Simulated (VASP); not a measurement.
# Ti (I4/mmm) in VASP: notebook

Runs on Ti. Level: PBEsol. Tasks: single point.

Everything below comes from runs of VASP 6.6.1. Logs are shortened: lines on timing, memory, paths and dates and some standing lists are left out, and cuts for length are marked.

## 1. The cell of the first run

It takes space group I4/mmm (No. 139, tetragonal). Conventional cell: a = 3.184 Å, b = 3.184 Å, c = 3.282 Å, α = 90.00°, β = 90.00°, γ = 90.00°. Ti (site symmetry 4/mmm) has 14 Ti at 2.79 to 3.28 Å within 3.7 Å.

## 2. Single point, PBEsol (equal xx and yy strain of -3 %)

Input file INCAR:

```
SYSTEM = Ti
  PREC = Accurate
  ENCUT = 520
  EDIFF = 1E-6
  ISMEAR = -1
  SIGMA = 0.05
  LREAL = .False.
  LASPH = .True.
  NELM = 80
  ALGO = Normal
  ISIF = 2
  LWAVE = .False.
  LCHARG = .False.
  GGA = PS
  NBANDS = 12
```

Input file KPOINTS:

```
regular mesh
0
Gamma
  14 14 14
  0 0 0
```

Input file POSCAR:

```
Ti
1.0
   -1.5917700000      1.5917700000      1.6410000000
    1.5917700000     -1.5917700000      1.6410000000
    1.5917700000      1.5917700000     -1.6410000000
Ti
1
Direct
    0.0000000000      0.0000000000      0.0000000000
```

Potentials or basis: VASP PAW PBE potentials, release 64 (Ti_sv).

Launch:

```console
cat potpaw_PBE.64/Ti_sv/POTCAR > POTCAR
mpirun -np 1 vasp_std > vasp.out
```

OUTCAR:

```text
SYSTEM = Ti
   PREC = Accurate
   ENCUT = 520
   EDIFF = 1E-6
   ISMEAR = -1
   LREAL = .False.
   LASPH = .True.
   NELM = 80
   ISIF = 2
   GGA = PS

 ion  position               nearest neighbor table
   1  0.000  0.000  0.000-

  LATTYP: Found a body centered tetragonal cell.
 ALAT       =     3.1835400000
 C/A-ratio  =     1.0309278351

  Lattice vectors:

 A1 = (  -1.5917700000,   1.5917700000,   1.6410000000)
 A2 = (   1.5917700000,  -1.5917700000,   1.6410000000)
 A3 = (   1.5917700000,   1.5917700000,  -1.6410000000)

Analysis of symmetry for initial positions (statically):
=====================================================================
 Subroutine PRICEL returns:
 Original cell was already a primitive cell.

 Routine SETGRP: Setting up the symmetry group for a
 body centered tetragonal supercell.

 Subroutine GETGRP returns: Found 16 space group operations
 (whereof 16 operations were pure point group operations)
 out of a pool of 16 trial point group operations.

The static configuration has the point symmetry D_4h.

Analysis of symmetry for dynamics (positions and initial velocities):
=====================================================================
 Subroutine PRICEL returns:
 Original cell was already a primitive cell.

 Routine SETGRP: Setting up the symmetry group for a
 body centered tetragonal supercell.

 Subroutine GETGRP returns: Found 16 space group operations
 (whereof 16 operations were pure point group operations)
 out of a pool of 16 trial point group operations.

The dynamic configuration has the point symmetry D_4h.

 Subroutine INISYM returns: Found 16 space group operations
 (whereof 16 operations are pure point group operations),
 and found     1 'primitive' translations

----------------------------------------------------------------------------------------

                                     Primitive cell

  volume of cell :      16.6314

  direct lattice vectors                    reciprocal lattice vectors
    -1.591770000  1.591770000  1.641000000     0.000000000  0.314115733  0.304692261
     1.591770000 -1.591770000  1.641000000     0.314115733  0.000000000  0.304692261
     1.591770000  1.591770000 -1.641000000     0.314115733  0.314115733  0.000000000

  length of vectors
     2.785739483  2.785739483  2.785739483     0.437614062  0.437614062  0.444226729

  position of ions in fractional coordinates (direct lattice)
     0.000000000  0.000000000  0.000000000

  ion indices of the primitive-cell ions
   primitive index   ion index
                 1           1

----------------------------------------------------------------------------------------

 KPOINTS: regular mesh

Automatic generation of k-mesh.
 Grid dimensions read from file:
 generate k-points for:   14   14   14

 Generating k-lattice:

  Cartesian coordinates                     Fractional coordinates (reciprocal lattice)
     0.000000000  0.022436838  0.021763733     0.071428571  0.000000000  0.000000000
     0.022436838  0.000000000  0.021763733     0.000000000  0.071428571  0.000000000
     0.022436838  0.022436838  0.000000000     0.000000000  0.000000000  0.071428571

  Length of vectors
     0.031258147  0.031258147  0.031730481

  Shift w.r.t. Gamma in fractional coordinates (k-lattice)
     0.000000000  0.000000000  0.000000000

 Subroutine IBZKPT returns following result:
 ===========================================

 Found    244 irreducible k-points:

 Following reciprocal coordinates:
            Coordinates               Weight
  0.000000  0.000000  0.000000      1.000000
  0.071429  0.000000  0.000000      8.000000
  0.142857  0.000000  0.000000      8.000000
  0.214286  0.000000  0.000000      8.000000
  0.285714  0.000000  0.000000      8.000000
  0.357143  0.000000  0.000000      8.000000
[... 16 lines left out ...]
  0.214286  0.142857  0.000000     16.000000
  0.285714  0.142857 -0.000000     16.000000
 [... further k-points ...]
   k-points           NKPTS =    244   k-points in BZ     NKDIM =    244   number of bands    NBANDS=     12
   number of dos      NEDOS =    301   number of ions     NIONS =      1
   total plane-waves  NPLWV =  13824
   dimension x,y,z NGX =    24 NGY =   24 NGZ =   24
   dimension x,y,z NGXF=    48 NGYF=   48 NGZF=   48
   ions per type =               1
   NGX,Y,Z   is equivalent  to a cutoff of  14.32, 14.32, 14.32 a.u.
   NGXF,Y,Z  is equivalent  to a cutoff of  28.65, 28.65, 28.65 a.u.
 SYSTEM =  Ti
   PREC   = accura    normal or accurate (medium, high low for compatibility)
   ISTART =      0    job   : 0-new  1-cont  2-samecut
   ICHARG =      2    charge: 1-file 2-atom 10-const
   ISPIN  =      1    spin polarized calculation?
   LNONCOLLINEAR =      F non collinear calculations
   LSORBIT =      F    spin-orbit coupling
   LASPH  =      T    aspherical Exc in radial PAW
   ENCUT  =  520.0 eV  38.22 Ry    6.18 a.u.   5.18  5.18  5.18*2*pi/ulx,y,z
   NELM   =     80;   NELMIN=  2; NELMDL= -5     # of ELM steps
   EDIFF  = 0.1E-05   stopping-criterion for ELM
   LREAL  =      F    real-space projection
   EDIFFG = 0.1E-04   stopping-criterion for IOM
   NSW    =      0    number of steps for IOM
   IBRION =     -1    ionic relax: 0-MD 1-quasi-New 2-CG
   NFREE  =      0    steps in history (QN), initial steepest desc. (CG)
   ISIF   =      2    stress and relaxation
   ISYM   =      2    0-nonsym 1-usesym 2-fastsym
   POTIM  = 0.5000    time-step for ionic-motion
   TEBEG  =    0.0;   TEEND  =   0.0 temperature during run
   PSTRESS=    0.0 pullay stress
   NELECT =      12.0000    total number of electrons
   NUPDOWN=      -1.0000    fix difference up-down
   EMIN   =  10.00;   EMAX   =-10.00  energy-range for DOS
   EFERMI =   0.00;   METHOD = LEGACY
   ISMEAR =    -1;   SIGMA  =   0.05  broadening in eV -4-tet -1-fermi 0-gaus
   EFERMI_NEDOS =   21; number of points for ismear=-14 and -15
   IALGO  =     38    algorithm
   IMIX   =      4    mixing-type and parameters
     AMIX     =   0.40;   BMIX     =  1.00
     AMIX_MAG =   1.60;   BMIX_MAG =  1.00
  volume/ion in A,a.u.               =      16.63       112.23
  Fermi-wavevector in a.u.,A,eV,Ry     =   1.468336  2.774753 29.334314  2.156011
  Thomas-Fermi vector in A             =   2.583846
   LORBIT       =      0    0 simple, 1 ext, 2 COOP (PROOUT), +10 PAW based schemes
   GGA     = PS    functional components
   LHFCALC =     F    Hartree Fock is set to
   AEXX    =    0.0000 exact exchange contribution
   IVDW    =     0    specifies the selected vdW correction
   LEPSILON=     F    determine dielectric tensor
   LRPA    =     F    only Hartree local field effects (RPA)
 non-spin polarized calculation
  energy-cutoff  :      520.00
  volume of cell :       16.63
 maximum number of plane-waves:       474
 NGX is ok and might be reduce to    24
   NGX = 11   NGY = 11   NGZ = 11

 number of electron      11.9999999 magnetization

 Free energy of the ion-electron system (eV)
  ---------------------------------------------------
  ext. energy  EPLUGINS =         0.00000000
  ---------------------------------------------------
  free energy    TOTEN  =        -8.24398646 eV

  energy without entropy =       -8.22506652  energy(sigma->0) =       -8.23452649

 E-fermi :   8.4071     XC(G=0): -11.8404

 val. band max:        8.4035177814   @ k =   0.2857   0.0714   0.0000
 cond. band min:       8.4097932715   @ k =  -0.1429   0.3571   0.0714
 fundamental gap:      0.0062754901
 Fermi energy:         8.4070904135

 k-point     1 :       0.0000    0.0000    0.0000
  band No.  band energies     occupation
      1     -47.8036      2.00000
      2     -23.6998      2.00000
      3     -23.6998      2.00000
      4     -23.6978      2.00000
      5       2.3685      2.00000
      6       9.3628      0.00000
      7       9.3628      0.00000
      8       9.5862      0.00000
      9      11.1630      0.00000
     10      11.4257      0.00000
     11      25.7862      0.00000
     12      26.3321      0.00000

 k-point     2 :       0.0714    0.0000    0.0000
  band No.  band energies     occupation
      1     -47.7959      2.00000
      2     -23.7396      2.00000
      3     -23.7118      2.00000
      4     -23.6988      2.00000
      5       2.5487      2.00000
      6       9.3415      0.00000
      7       9.3502      0.00000
      8       9.6505      0.00000
      9      11.0886      0.00000
     10      11.4026      0.00000
     11      25.6964      0.00000
     12      26.1871      0.00000

 k-point     3 :       0.1429    0.0000    0.0000
  band No.  band energies     occupation
      1     -47.7742      2.00000
      2     -23.8525      2.00000
      3     -23.7453      2.00000
      4     -23.6990      2.00000
      5       3.0669      2.00000
      6       9.1632      0.00000
      7       9.2310      0.00000
      8      10.0038      0.00000
      9      10.9311      0.00000
     10      11.3853      0.00000
     11      25.0054      0.00000
     12      25.8384      0.00000
[... 286 lines left out ...]
 k-point    23 :       0.2143    0.1429    0.0000
  band No.  band energies     occupation
      1     -47.6948      2.00000
      2     -24.2092      2.00000
      3     -23.8685      2.00000
      4     -23.7382      2.00000
      5       5.1488      2.00000
      6       8.3471      1.53713
      7       8.6077      0.03558
      8      10.8263      0.00000
      9      11.5098      0.00000
     10      11.8977      0.00000
     11      21.8315      0.00000
     12      22.9158      0.00000

 k-point    24 :       0.2857    0.1429   -0.0000
  band No.  band energies     occupation
      1     -47.6658      2.00000
      2     -24.3250      2.00000
      3     -23.9316      2.00000
      4     -23.7435      2.00000
      5       5.8886      2.00000
      6       8.1712      1.98231
      7       8.4947      0.29574
      8      11.0158      0.00000
      9      11.5743      0.00000
     10      12.7224      0.00000
     11      19.8774      0.00000
     12      22.1679      0.00000

 [... further k-points ...]
[... 5 lines left out ...]
  --------------------------------------------------------------------------------------
  -------------------------------------------------------------------------------------
  Total       -0.1052439     -0.1052439     -0.0410059      0.0000000      0.0000000      0.0000000
  in kB      -10.1386069    -10.1386069     -3.9502798      0.0000000      0.0000000      0.0000000
  external PRESSURE =      -8.0758312 kB  Pullay stress =       0.0000000 kB

 VOLUME and BASIS-vectors are now :
 -----------------------------------------------------------------------------
  energy-cutoff  :      520.00
  volume of cell :       16.63
      direct lattice vectors                 reciprocal lattice vectors
    -1.591770000  1.591770000  1.641000000     0.000000000  0.314115733  0.304692261
     1.591770000 -1.591770000  1.641000000     0.314115733  0.000000000  0.304692261
     1.591770000  1.591770000 -1.641000000     0.314115733  0.314115733  0.000000000

 POSITION                                       TOTAL-FORCE (eV/Angst)
 -----------------------------------------------------------------------------------
      0.00000      0.00000      0.00000        -0.000000     -0.000000      0.000000
 -----------------------------------------------------------------------------------
    total drift:                                0.000000      0.000000      0.000000

  FREE ENERGIE OF THE ION-ELECTRON SYSTEM (eV)
  ---------------------------------------------------
  free  energy   TOTEN  =        -8.2439864574 eV

  energy  without entropy=       -8.2250665151  energy(sigma->0) =       -8.23452649
```

Wall time 53 s (1 thread of Intel Xeon 8259CL, shared host); peak memory 0.17 GiB.

Results:

```yaml
Free_energy: -8.2440 eV
Pressure: -0.8 GPa
Band_gap_on_the_k_mesh: zero (bands 6 and 7 overlap by 1.64 eV)
```

Caveat: the cell differs from its parent crystal (equal xx and yy strain of -3 %); the PAW data sets were made with another functional, which shifts forces and pressure a little.

[end of part 1 of 2]
